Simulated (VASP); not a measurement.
# Ta (Im-3m) in VASP: further runs

Ta is run at these levels: r2SCAN; tasks: single point, relaxation of cell and atoms.

Everything below comes from runs of VASP 6.6.1. Logs are shortened: lines on timing, memory, paths and dates and some standing lists are left out, and cuts for length are marked.

### 1 The cell of the first run

The structure is cubic, space group Im-3m (No. 229). Conventional cell: a = 3.305 Å, b = 3.305 Å, c = 3.305 Å, α = 90.00°, β = 90.00°, γ = 90.00°. Ta (site symmetry m-3m) has 14 Ta at 2.86 to 3.30 Å within 3.8 Å.

### 2 Single point, r2SCAN

The input, POSCAR:

```
Ta
1.0
   -1.6522866611      1.6522866611      1.6522866611
    1.6522866611     -1.6522866611      1.6522866611
    1.6522866611      1.6522866611     -1.6522866611
Ta
1
Direct
    0.0000000000      0.0000000000      0.0000000000
```

The input, INCAR.step1:

```
PREC     = Accurate       # precision mode
ENCUT    = 520            # plane-wave cutoff, eV
ISMEAR   = 0              # smearing method
SIGMA    = 0.1            # smearing width, eV
LREAL    = F              # projectors in reciprocal space
LASPH    = T              # aspherical terms in the spheres
NELM     = 100            # most SCF steps
NBANDS   = 12             # bands
GGA      = PE             # functional
ALGO     = Normal         # electronic algorithm
EDIFF    = 1E-4           # SCF threshold, eV
LWAVE    = T              # write WAVECAR
LCHARG   = F              # write CHGCAR
```

The input, INCAR.step2:

```
PREC     = Accurate       # precision mode
ENCUT    = 520            # plane-wave cutoff, eV
EDIFF    = 1E-6           # SCF threshold, eV
ISMEAR   = 0              # smearing method
SIGMA    = 0.1            # smearing width, eV
LREAL    = F              # projectors in reciprocal space
LASPH    = T              # aspherical terms in the spheres
NELM     = 100            # most SCF steps
ALGO     = Normal         # electronic algorithm
ISIF     = 2              # what is computed and relaxed
LWAVE    = F              # write WAVECAR
LCHARG   = T              # write CHGCAR
METAGGA  = R2SCAN         # meta-GGA
LMIXTAU  = T            
LELF     = T              # ELF
LVHAR    = T            
NBANDS   = 12             # bands
ISTART   = 1
```

The input, KPOINTS:

```
Automatic mesh
0
Gamma
  18 18 18
```

Potentials or basis: VASP PAW PBE potentials, release 64 (Ta_pv).

The run is started by

```
$ cat potpaw_PBE.64/Ta_pv/POTCAR > POTCAR
$ cp INCAR.step1 INCAR
$ mpirun -np 1 vasp_std > vasp.out
$ cp INCAR.step2 INCAR
$ mpirun -np 1 vasp_std > vasp.out
```

OUTCAR:

```text
PREC = Accurate
   ENCUT = 520
   EDIFF = 1E-6
   ISMEAR = 0
   LREAL = F
   LASPH = T
   NELM = 100
   ISIF = 2
   METAGGA = R2SCAN
   ISTART = 1

 ion  position               nearest neighbor table
   1  0.000  0.000  0.000-

  LATTYP: Found a body centered cubic cell.
 ALAT       =     3.3045733222

  Lattice vectors:

 A1 = (  -1.6522866611,   1.6522866611,   1.6522866611)
 A2 = (   1.6522866611,  -1.6522866611,   1.6522866611)
 A3 = (   1.6522866611,   1.6522866611,  -1.6522866611)

Analysis of symmetry for initial positions (statically):
=====================================================================
 Subroutine PRICEL returns:
 Original cell was already a primitive cell.

 Routine SETGRP: Setting up the symmetry group for a
 body centered cubic supercell.

 Subroutine GETGRP returns: Found 48 space group operations
 (whereof 48 operations were pure point group operations)
 out of a pool of 48 trial point group operations.

The static configuration has the point symmetry O_h .

Analysis of symmetry for dynamics (positions and initial velocities):
=====================================================================
 Subroutine PRICEL returns:
 Original cell was already a primitive cell.

 Routine SETGRP: Setting up the symmetry group for a
 body centered cubic supercell.

 Subroutine GETGRP returns: Found 48 space group operations
 (whereof 48 operations were pure point group operations)
 out of a pool of 48 trial point group operations.

The dynamic configuration has the point symmetry O_h .

 Subroutine INISYM returns: Found 48 space group operations
 (whereof 48 operations are pure point group operations),
 and found     1 'primitive' translations

----------------------------------------------------------------------------------------

                                     Primitive cell

  volume of cell :      18.0433

  direct lattice vectors                    reciprocal lattice vectors
    -1.652286661  1.652286661  1.652286661     0.000000000  0.302610928  0.302610928
     1.652286661 -1.652286661  1.652286661     0.302610928  0.000000000  0.302610928
     1.652286661  1.652286661 -1.652286661     0.302610928  0.302610928  0.000000000

  length of vectors
     2.861844446  2.861844446  2.861844446     0.427956479  0.427956479  0.427956479

  position of ions in fractional coordinates (direct lattice)
     0.000000000  0.000000000  0.000000000

  ion indices of the primitive-cell ions
   primitive index   ion index
                 1           1

----------------------------------------------------------------------------------------

 KPOINTS: Automatic mesh

Automatic generation of k-mesh.
 Grid dimensions read from file:
 generate k-points for:   18   18   18

 Generating k-lattice:

  Cartesian coordinates                     Fractional coordinates (reciprocal lattice)
     0.000000000  0.016811718  0.016811718     0.055555556  0.000000000  0.000000000
     0.016811718  0.000000000  0.016811718     0.000000000  0.055555556  0.000000000
     0.016811718  0.016811718  0.000000000     0.000000000  0.000000000  0.055555556

  Length of vectors
     0.023775360  0.023775360  0.023775360

  Shift w.r.t. Gamma in fractional coordinates (k-lattice)
     0.000000000  0.000000000  0.000000000

 Subroutine IBZKPT returns following result:
 ===========================================

 Found    195 irreducible k-points:

 Following reciprocal coordinates:
            Coordinates               Weight
  0.000000  0.000000  0.000000      1.000000
  0.055556  0.000000  0.000000     12.000000
  0.111111  0.000000  0.000000     12.000000
  0.166667  0.000000  0.000000     12.000000
  0.222222  0.000000  0.000000     12.000000
  0.277778  0.000000  0.000000     12.000000
[... 16 lines left out ...]
  0.333333  0.111111  0.000000     48.000000
  0.388889  0.111111  0.000000     48.000000
 [... further k-points ...]
   k-points           NKPTS =    195   k-points in BZ     NKDIM =    195   number of bands    NBANDS=     12
   number of dos      NEDOS =    301   number of ions     NIONS =      1
   total plane-waves  NPLWV =  13824
   dimension x,y,z NGX =    24 NGY =   24 NGZ =   24
   dimension x,y,z NGXF=    48 NGYF=   48 NGZF=   48
   ions per type =               1
   NGX,Y,Z   is equivalent  to a cutoff of  13.94, 13.94, 13.94 a.u.
   NGXF,Y,Z  is equivalent  to a cutoff of  27.88, 27.88, 27.88 a.u.
 SYSTEM =  unknown system
   PREC   = accura    normal or accurate (medium, high low for compatibility)
   ISTART =      1    job   : 0-new  1-cont  2-samecut
   ICHARG =      0    charge: 1-file 2-atom 10-const
   ISPIN  =      1    spin polarized calculation?
   LNONCOLLINEAR =      F non collinear calculations
   LSORBIT =      F    spin-orbit coupling
   LASPH  =      T    aspherical Exc in radial PAW
   ENCUT  =  520.0 eV  38.22 Ry    6.18 a.u.   5.32  5.32  5.32*2*pi/ulx,y,z
   NELM   =    100;   NELMIN=  2; NELMDL=  0     # of ELM steps
   EDIFF  = 0.1E-05   stopping-criterion for ELM
   LREAL  =      F    real-space projection
   EDIFFG = 0.1E-04   stopping-criterion for IOM
   NSW    =      0    number of steps for IOM
   IBRION =     -1    ionic relax: 0-MD 1-quasi-New 2-CG
   NFREE  =      0    steps in history (QN), initial steepest desc. (CG)
   ISIF   =      2    stress and relaxation
   ISYM   =      2    0-nonsym 1-usesym 2-fastsym
   POTIM  = 0.5000    time-step for ionic-motion
   TEBEG  =    0.0;   TEEND  =   0.0 temperature during run
   PSTRESS=    0.0 pullay stress
   NELECT =      11.0000    total number of electrons
   NUPDOWN=      -1.0000    fix difference up-down
   EMIN   =  10.00;   EMAX   =-10.00  energy-range for DOS
   EFERMI =   0.00;   METHOD = LEGACY
   ISMEAR =     0;   SIGMA  =   0.10  broadening in eV -4-tet -1-fermi 0-gaus
   EFERMI_NEDOS =   21; number of points for ismear=-14 and -15
   IALGO  =     38    algorithm
   IMIX   =      4    mixing-type and parameters
     AMIX     =   0.40;   BMIX     =  1.00
     AMIX_MAG =   1.60;   BMIX_MAG =  1.00
  volume/ion in A,a.u.               =      18.04       121.76
  Fermi-wavevector in a.u.,A,eV,Ry     =   1.388141  2.623207 26.217558  1.926936
  Thomas-Fermi vector in A             =   2.512296
   LORBIT       =      0    0 simple, 1 ext, 2 COOP (PROOUT), +10 PAW based schemes
   METAGGA = R2SCAN    functional components
   LHFCALC =     F    Hartree Fock is set to
   AEXX    =    0.0000 exact exchange contribution
   IVDW    =     0    specifies the selected vdW correction
   LEPSILON=     F    determine dielectric tensor
   LRPA    =     F    only Hartree local field effects (RPA)
 non-spin polarized calculation
 Gauss-broadening in eV      SIGMA  =   0.10
  energy-cutoff  :      520.00
  volume of cell :       18.04
 maximum number of plane-waves:       498
 NGX is ok and might be reduce to    24
   NGX = 11   NGY = 11   NGZ = 11

 number of electron      11.0000002 magnetization

 Free energy of the ion-electron system (eV)
  ---------------------------------------------------
  ext. energy  EPLUGINS =         0.00000000
  ---------------------------------------------------
  free energy    TOTEN  =       -48.58296137 eV

  energy without entropy =      -48.57744122  energy(sigma->0) =      -48.58020129

 E-fermi :   5.3113     XC(G=0): -13.7611

 val. band max:        5.3065422960   @ k =   0.3333   0.1111   0.0000
 cond. band min:       5.3423711401   @ k =   0.1111   0.1111   0.0000
 fundamental gap:      0.0358288441
 Fermi energy:         5.3113040453

 k-point     1 :       0.0000    0.0000    0.0000
  band No.  band energies     occupation
      1     -28.9182      2.00000
      2     -28.9182      2.00000
      3     -28.9182      2.00000
      4      -3.0120      2.00000
      5       6.1524      0.00000
      6       6.1524      0.00000
      7       6.1524      0.00000
      8       9.6355      0.00000
      9       9.6355      0.00000
     10      17.4154      0.00000
     11      21.0796      0.00000
     12      21.0796      0.00000

 k-point     2 :       0.0556    0.0000    0.0000
  band No.  band energies     occupation
      1     -28.9587      2.00000
      2     -28.9305      2.00000
      3     -28.9185      2.00000
      4      -2.8678      2.00000
      5       6.0566      0.00000
      6       6.1236      0.00000
      7       6.2921      0.00000
      8       9.4773      0.00000
      9       9.6343      0.00000
     10      17.4154      0.00000
     11      21.2096      0.00000
     12      21.3334      0.00000

 k-point     3 :       0.1111    0.0000    0.0000
  band No.  band energies     occupation
      1     -29.0738      2.00000
      2     -28.9657      2.00000
      3     -28.9192      2.00000
      4      -2.4496      2.00000
      5       5.7928      0.00000
      6       6.0043      0.00000
      7       6.7071      0.00000
      8       9.1453      0.00000
      9       9.6395      0.00000
     10      17.4153      0.00000
     11      21.5334      0.00000
     12      22.0690      0.00000
[... 286 lines left out ...]
 k-point    23 :       0.3333    0.1111    0.0000
  band No.  band energies     occupation
      1     -29.9870      2.00000
      2     -29.3039      2.00000
      3     -28.9784      2.00000
      4       1.0772      2.00000
      5       4.0061      2.00000
      6       5.3065      1.05369
      7       9.2616      0.00000
      8      10.5149      0.00000
      9      12.4730      0.00000
     10      17.4085      0.00000
     11      18.4248      0.00000
     12      19.7197      0.00000

 k-point    24 :       0.3889    0.1111    0.0000
  band No.  band energies     occupation
      1     -30.0705      2.00000
      2     -29.3450      2.00000
      3     -28.9800      2.00000
      4       1.1628      2.00000
      5       3.8651      2.00000
      6       5.8701      0.00000
      7       9.3484      0.00000
      8      10.6934      0.00000
      9      13.4892      0.00000
     10      17.3337      0.00000
     11      17.5216      0.00000
     12      18.9320      0.00000

 [... further k-points ...]
[... 5 lines left out ...]
  --------------------------------------------------------------------------------------
  -------------------------------------------------------------------------------------
  Total        0.0728114      0.0728114      0.0728114      0.0000000     -0.0000000     -0.0000000
  in kB        6.4653747      6.4653747      6.4653747      0.0000000     -0.0000000     -0.0000000
  external PRESSURE =       6.4653747 kB  Pullay stress =       0.0000000 kB

 VOLUME and BASIS-vectors are now :
 -----------------------------------------------------------------------------
  energy-cutoff  :      520.00
  volume of cell :       18.04
      direct lattice vectors                 reciprocal lattice vectors
    -1.652286661  1.652286661  1.652286661     0.000000000  0.302610928  0.302610928
     1.652286661 -1.652286661  1.652286661     0.302610928  0.000000000  0.302610928
     1.652286661  1.652286661 -1.652286661     0.302610928  0.302610928  0.000000000

 POSITION                                       TOTAL-FORCE (eV/Angst)
 -----------------------------------------------------------------------------------
      0.00000      0.00000      0.00000        -0.000000     -0.000000     -0.000000
 -----------------------------------------------------------------------------------
    total drift:                                0.000000     -0.000000     -0.000000

  FREE ENERGIE OF THE ION-ELECTRON SYSTEM (eV)
  ---------------------------------------------------
  free  energy   TOTEN  =       -48.5829613669 eV

  energy  without entropy=      -48.5774412184  energy(sigma->0) =      -48.58020129
```

It took 3.3 min on 1 thread of AMD EPYC 7R13 (Zen 3), shared host; peak memory 0.14 GiB.

What came out:

* Free energy: -48.5830 eV
* Pressure: 0.6 GPa

Caveat: the PAW data sets were made with another functional, which shifts forces and pressure a little; spin-orbit coupling is left out, which moves the levels of the heavy elements.

(Continued in part 2 of 2.)
